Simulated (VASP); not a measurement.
# Ga (Fd-3m) in VASP: further runs

Ga is run at these levels: BLYP; tasks: single point.

Program: VASP 6.6.1. These are calculated values, not measurements. Logs are shortened: lines on timing, memory, paths and dates and some standing lists are left out, and cuts for length are marked.

## Step 1: The cell of the first run

The structure is cubic, space group Fd-3m (No. 227). Conventional cell: a = 6.125 Å, b = 6.125 Å, c = 6.125 Å, α = 90.00°, β = 90.00°, γ = 90.00°. Ga (site symmetry -43m) has 4 Ga at 2.65 Å within 3.5 Å.

## Step 2: Single point, BLYP (volume scaled by 1.04)

The input, INCAR:

```
AGGAC = 1.0
AGGAX = 1.0
ALDAC = 0.0
ALDAX = 1.0
ALGO = Normal
EDIFF = 1E-6
ENCUT = 520
GGA = B5
ISIF = 2
ISMEAR = -1
LASPH = True
LCHARG = False
LREAL = False
LWAVE = False
NBANDS = 20
NELM = 80
PREC = Accurate
SIGMA = 0.1
```

The input, KPOINTS:

```
k-points
0
Gamma
  10 10 10
```

The input, POSCAR:

```
Ga
1.0
    0.0000000000      3.0623459536      3.0623459536
    3.0623459536      0.0000000000      3.0623459536
    3.0623459536      3.0623459536      0.0000000000
Ga
2
Direct
    0.1250000000      0.1250000000      0.1250000000
    0.8750000000      0.8750000000      0.8750000000
```

Potentials or basis: VASP PAW PBE potentials, release 64 (Ga_d).

Run with:

```bash
$ cat potpaw_PBE.64/Ga_d/POTCAR > POTCAR
$ mpirun -np 1 vasp_std > vasp.out
```

OUTCAR:

```text
EDIFF = 1E-6
   ENCUT = 520
   GGA = B5
   ISIF = 2
   ISMEAR = -1
   LASPH = True
   LREAL = False
   NELM = 80
   PREC = Accurate

 ion  position               nearest neighbor table
   1  0.125  0.125  0.125-   2 2.65   2 2.65   2 2.65   2 2.65
   2  0.875  0.875  0.875-   1 2.65   1 2.65   1 2.65   1 2.65

  LATTYP: Found a face centered cubic cell.
 ALAT       =     6.1246919072

  Lattice vectors:

 A1 = (   0.0000000000,   3.0623459536,   3.0623459536)
 A2 = (   3.0623459536,   0.0000000000,   3.0623459536)
 A3 = (   3.0623459536,   3.0623459536,   0.0000000000)

Analysis of symmetry for initial positions (statically):
=====================================================================
 Subroutine PRICEL returns:
 Original cell was already a primitive cell.

 Routine SETGRP: Setting up the symmetry group for a
 face centered cubic supercell.

 Subroutine GETGRP returns: Found 48 space group operations
 (whereof 12 operations were pure point group operations)
 out of a pool of 48 trial point group operations.

The static configuration has the point symmetry D_3d.
 The point group associated with its full space group is O_h .

Analysis of symmetry for dynamics (positions and initial velocities):
=====================================================================
 Subroutine PRICEL returns:
 Original cell was already a primitive cell.

 Routine SETGRP: Setting up the symmetry group for a
 face centered cubic supercell.

 Subroutine GETGRP returns: Found 48 space group operations
 (whereof 12 operations were pure point group operations)
 out of a pool of 48 trial point group operations.

The dynamic configuration has the point symmetry D_3d.
 The point group associated with its full space group is O_h .

 Subroutine INISYM returns: Found 48 space group operations
 (whereof 12 operations are pure point group operations),
 and found     1 'primitive' translations

----------------------------------------------------------------------------------------

                                     Primitive cell

  volume of cell :      57.4371

  direct lattice vectors                    reciprocal lattice vectors
     0.000000000  3.062345954  3.062345954    -0.163273519  0.163273519  0.163273519
     3.062345954  0.000000000  3.062345954     0.163273519 -0.163273519  0.163273519
     3.062345954  3.062345954  0.000000000     0.163273519  0.163273519 -0.163273519

  length of vectors
     4.330811180  4.330811180  4.330811180     0.282798030  0.282798030  0.282798030

  position of ions in fractional coordinates (direct lattice)
     0.125000000  0.125000000  0.125000000
     0.875000000  0.875000000  0.875000000

  ion indices of the primitive-cell ions
   primitive index   ion index
                 1           1
                 2           2

----------------------------------------------------------------------------------------

 KPOINTS: k-points

Automatic generation of k-mesh.
 Grid dimensions read from file:
 generate k-points for:   10   10   10

 Generating k-lattice:

  Cartesian coordinates                     Fractional coordinates (reciprocal lattice)
    -0.016327352  0.016327352  0.016327352     0.100000000  0.000000000  0.000000000
     0.016327352 -0.016327352  0.016327352     0.000000000  0.100000000  0.000000000
     0.016327352  0.016327352 -0.016327352     0.000000000  0.000000000  0.100000000

  Length of vectors
     0.028279803  0.028279803  0.028279803

  Shift w.r.t. Gamma in fractional coordinates (k-lattice)
     0.000000000  0.000000000  0.000000000

 Subroutine IBZKPT returns following result:
 ===========================================

 Found     47 irreducible k-points:

 Following reciprocal coordinates:
            Coordinates               Weight
  0.000000  0.000000  0.000000      1.000000
  0.100000  0.000000  0.000000      8.000000
  0.200000  0.000000  0.000000      8.000000
  0.300000  0.000000  0.000000      8.000000
  0.400000  0.000000  0.000000      8.000000
  0.500000  0.000000  0.000000      4.000000
[... 16 lines left out ...]
  0.300000  0.300000  0.000000      6.000000
  0.400000  0.300000  0.000000     24.000000
 [... further k-points ...]
   k-points           NKPTS =     47   k-points in BZ     NKDIM =     47   number of bands    NBANDS=     20
   number of dos      NEDOS =    301   number of ions     NIONS =      2
   total plane-waves  NPLWV =  32768
   dimension x,y,z NGX =    32 NGY =   32 NGZ =   32
   dimension x,y,z NGXF=    64 NGYF=   64 NGZF=   64
   ions per type =               2
   NGX,Y,Z   is equivalent  to a cutoff of  12.28, 12.28, 12.28 a.u.
   NGXF,Y,Z  is equivalent  to a cutoff of  24.57, 24.57, 24.57 a.u.
 SYSTEM =  unknown system
   PREC   = accura    normal or accurate (medium, high low for compatibility)
   ISTART =      0    job   : 0-new  1-cont  2-samecut
   ICHARG =      2    charge: 1-file 2-atom 10-const
   ISPIN  =      1    spin polarized calculation?
   LNONCOLLINEAR =      F non collinear calculations
   LSORBIT =      F    spin-orbit coupling
   LASPH  =      T    aspherical Exc in radial PAW
   ENCUT  =  520.0 eV  38.22 Ry    6.18 a.u.   8.05  8.05  8.05*2*pi/ulx,y,z
   NELM   =     80;   NELMIN=  2; NELMDL= -5     # of ELM steps
   EDIFF  = 0.1E-05   stopping-criterion for ELM
   LREAL  =      F    real-space projection
   EDIFFG = 0.1E-04   stopping-criterion for IOM
   NSW    =      0    number of steps for IOM
   IBRION =     -1    ionic relax: 0-MD 1-quasi-New 2-CG
   NFREE  =      0    steps in history (QN), initial steepest desc. (CG)
   ISIF   =      2    stress and relaxation
   ISYM   =      2    0-nonsym 1-usesym 2-fastsym
   POTIM  = 0.5000    time-step for ionic-motion
   TEBEG  =    0.0;   TEEND  =   0.0 temperature during run
   PSTRESS=    0.0 pullay stress
   NELECT =      26.0000    total number of electrons
   NUPDOWN=      -1.0000    fix difference up-down
   EMIN   =  10.00;   EMAX   =-10.00  energy-range for DOS
   EFERMI =   0.00;   METHOD = LEGACY
   ISMEAR =    -1;   SIGMA  =   0.10  broadening in eV -4-tet -1-fermi 0-gaus
   EFERMI_NEDOS =   21; number of points for ismear=-14 and -15
   IALGO  =     38    algorithm
   IMIX   =      4    mixing-type and parameters
     AMIX     =   0.40;   BMIX     =  1.00
     AMIX_MAG =   1.60;   BMIX_MAG =  1.00
  volume/ion in A,a.u.               =      28.72       193.80
  Fermi-wavevector in a.u.,A,eV,Ry     =   1.256999  2.375384 21.497847  1.580047
  Thomas-Fermi vector in A             =   2.390680
   LORBIT       =      0    0 simple, 1 ext, 2 COOP (PROOUT), +10 PAW based schemes
   GGA     = B5    functional components
   LHFCALC =     F    Hartree Fock is set to
   AEXX    =    0.0000 exact exchange contribution
   IVDW    =     0    specifies the selected vdW correction
   LEPSILON=     F    determine dielectric tensor
   LRPA    =     F    only Hartree local field effects (RPA)
 non-spin polarized calculation
  energy-cutoff  :      520.00
  volume of cell :       57.44
 maximum number of plane-waves:      1572
   NGX = 17   NGY = 17   NGZ = 17

 number of electron      25.9999975 magnetization

 Free energy of the ion-electron system (eV)
  ---------------------------------------------------
  ext. energy  EPLUGINS =         0.00000000
  ---------------------------------------------------
  free energy    TOTEN  =        -4.17014974 eV

  energy without entropy =       -4.12243912  energy(sigma->0) =       -4.14629443

 E-fermi :   2.3064     XC(G=0):  -8.1966

 val. band max:        2.2931207663   @ k =  -0.4000   0.3000   0.1000
 cond. band min:       2.3413522928   @ k =   0.5000   0.3000   0.1000
 fundamental gap:      0.0482315265
 Fermi energy:         2.3064278248

 k-point     1 :       0.0000    0.0000    0.0000
  band No.  band energies     occupation
      1     -12.4918      2.00000
      2     -12.4917      2.00000
      3     -12.4917      2.00000
      4     -12.4587      2.00000
      5     -12.4587      2.00000
      6     -12.2272      2.00000
[... 12 lines left out ...]
     19       9.7189      0.00000
     20      12.7910      0.00000

 k-point     2 :       0.1000    0.0000    0.0000
  band No.  band energies     occupation
      1     -12.4990      2.00000
      2     -12.4990      2.00000
      3     -12.4903      2.00000
      4     -12.4486      2.00000
      5     -12.4486      2.00000
      6     -12.2331      2.00000
[... 12 lines left out ...]
     19      10.2975      0.00000
     20      12.0667      0.00000

 k-point     3 :       0.2000    0.0000    0.0000
  band No.  band energies     occupation
      1     -12.5088      2.00000
      2     -12.5088      2.00000
      3     -12.4866      2.00000
      4     -12.4321      2.00000
      5     -12.4321      2.00000
      6     -12.2432      2.00000
[... 12 lines left out ...]
     19      11.1663      0.00000
     20      11.6160      0.00000

 k-point     4 :       0.3000    0.0000    0.0000
  band No.  band energies     occupation
      1     -12.5144      2.00000
      2     -12.5144      2.00000
      3     -12.4819      2.00000
      4     -12.4197      2.00000
      5     -12.4197      2.00000
      6     -12.2499      2.00000
[... 12 lines left out ...]
     19      11.0018      0.00000
     20      11.9429      0.00000

 k-point     5 :       0.4000    0.0000    0.0000
  band No.  band energies     occupation
      1     -12.5163      2.00000
      2     -12.5163      2.00000
      3     -12.4782      2.00000
      4     -12.4141      2.00000
      5     -12.4141      2.00000
      6     -12.2518      2.00000
[... 12 lines left out ...]
     19      11.8627      0.00000
     20      12.9979      0.00000
[... 353 lines left out ...]
      6     -12.2894      2.00000
[... 12 lines left out ...]
     19      11.3503      0.00000
     20      12.4481      0.00000

 k-point    22 :      -0.2000    0.2000    0.0000
  band No.  band energies     occupation
      1     -12.5258      2.00000
      2     -12.5222      2.00000
      3     -12.4653      2.00000
      4     -12.4223      2.00000
      5     -12.3923      2.00000
      6     -12.2809      2.00000
[... 12 lines left out ...]
     19      10.8252      0.00000
     20      12.8048      0.00000

 k-point    23 :       0.3000    0.3000    0.0000
  band No.  band energies     occupation
      1     -12.5143      2.00000
      2     -12.5143      2.00000
      3     -12.5030      2.00000
      4     -12.4015      2.00000
      5     -12.3548      2.00000
      6     -12.3521      2.00000
[... 12 lines left out ...]
     19      11.1271      0.00000
     20      13.9642      0.00000

 k-point    24 :       0.4000    0.3000    0.0000
  band No.  band energies     occupation
      1     -12.5274      2.00000
      2     -12.5189      2.00000
      3     -12.4839      2.00000
      4     -12.3839      2.00000
      5     -12.3719      2.00000
      6     -12.3356      2.00000
[... 12 lines left out ...]
     19      12.7498      0.00000
     20      14.4063      0.00000

 [... further k-points ...]
[... 5 lines left out ...]
  --------------------------------------------------------------------------------------
  -------------------------------------------------------------------------------------
  Total       -0.2731830     -0.2731830     -0.2731830     -0.0000000      0.0000000     -0.0000000
  in kB       -7.6202900     -7.6202900     -7.6202900     -0.0000000      0.0000000     -0.0000000
  external PRESSURE =      -7.6202900 kB  Pullay stress =       0.0000000 kB

 VOLUME and BASIS-vectors are now :
 -----------------------------------------------------------------------------
  energy-cutoff  :      520.00
  volume of cell :       57.44
      direct lattice vectors                 reciprocal lattice vectors
     0.000000000  3.062345954  3.062345954    -0.163273519  0.163273519  0.163273519
     3.062345954  0.000000000  3.062345954     0.163273519 -0.163273519  0.163273519
     3.062345954  3.062345954  0.000000000     0.163273519  0.163273519 -0.163273519

 POSITION                                       TOTAL-FORCE (eV/Angst)
 -----------------------------------------------------------------------------------
      0.76559      0.76559      0.76559         0.000000      0.000000      0.000000
      5.35911      5.35911      5.35911        -0.000000     -0.000000     -0.000000
 -----------------------------------------------------------------------------------
    total drift:                                0.000000      0.000000     -0.000000

  FREE ENERGIE OF THE ION-ELECTRON SYSTEM (eV)
  ---------------------------------------------------
  free  energy   TOTEN  =        -4.1701497434 eV

  energy  without entropy=       -4.1224391170  energy(sigma->0) =       -4.14629443
```

Run time: 41 s. Hardware: 1 thread of Intel Xeon Platinum 8488C (Sapphire Rapids), shared host; peak memory 0.19 GiB.

Results:

```
Free energy            : -4.1701 eV
Pressure               : -0.8 GPa
Band gap on the k mesh : zero (band 13 reaches 4.66 eV, above the bottom of band 14 at 1.21 eV)
```

Levels at points of the mesh, in eV from the Fermi level:
```csv
k point,band 9,band 10,band 11,band 12,band 13,band 14,band 15,band 16,band 17,band 18
"(0.00, 0.00, 0.00)",-14.50,-14.50,-8.81,1.89,2.35,2.35,2.35,4.37,4.37,4.37
"(0.50, 0.00, 0.00)",-14.48,-14.48,-6.99,-4.38,1.08,1.08,2.17,5.40,5.40,8.10
"(0.50, 0.50, 0.00)",-14.47,-14.47,-5.46,-5.46,-0.41,-0.41,2.74,2.74,10.31,10.31
```

Caveat: the PAW data sets were made with another functional, which shifts forces and pressure a little.

## Step 3: Single point, BLYP (volume scaled by 1.08)

The input, INCAR:

```
SYSTEM = Ga
AGGAC = 1.0
AGGAX = 1.0
ALDAC = 0.0
ALDAX = 1.0
ALGO = Normal
EDIFF = 1E-6
ENCUT = 520
GGA = B5
ISIF = 2
ISMEAR = -1
LASPH = .True.
LCHARG = .True.
LELF = .True.
LREAL = .False.
LVHAR = .True.
LWAVE = .False.
NBANDS = 20
NELM = 80
PREC = Accurate
SIGMA = 0.1
```

The input, KPOINTS:

```
k-points
0
Gamma
  10 10 10
  0 0 0
```

The input, POSCAR:

```
Ga
1.0
    0.0000000000      3.1011139420      3.1011139420
    3.1011139420      0.0000000000      3.1011139420
    3.1011139420      3.1011139420      0.0000000000
Ga
2
Direct
    0.1250000000      0.1250000000      0.1250000000
    0.8750000000      0.8750000000      0.8750000000
```

Potentials or basis: VASP PAW PBE potentials, release 64 (Ga_d).

Run with:

```bash
$ cat potpaw_PBE.64/Ga_d/POTCAR > POTCAR
$ mpirun -np 1 vasp_std > vasp.out
```

Run time: 52 s. Hardware: 1 thread of Intel Xeon Platinum 8488C (Sapphire Rapids), shared host; peak memory 0.21 GiB.

Results (log left out):

* Free energy: -4.1541 eV
* Pressure: -1.5 GPa
* Band gap on the k mesh: zero (band 13 reaches 4.36 eV, above the bottom of band 14 at 1.06 eV)

Levels at points of the mesh, in eV from the Fermi level:
```
           k point  band 11  band 12  band 13  band 14  band 15  band 16
(0.00, 0.00, 0.00)    -8.65     1.54     2.26     2.26     2.26     4.26
(0.50, 0.00, 0.00)    -6.91    -4.32     1.04     1.04     1.99     5.29
(0.50, 0.50, 0.00)    -5.43    -5.43    -0.39    -0.39     2.68     2.68
```

Caveat: the PAW data sets were made with another functional, which shifts forces and pressure a little.
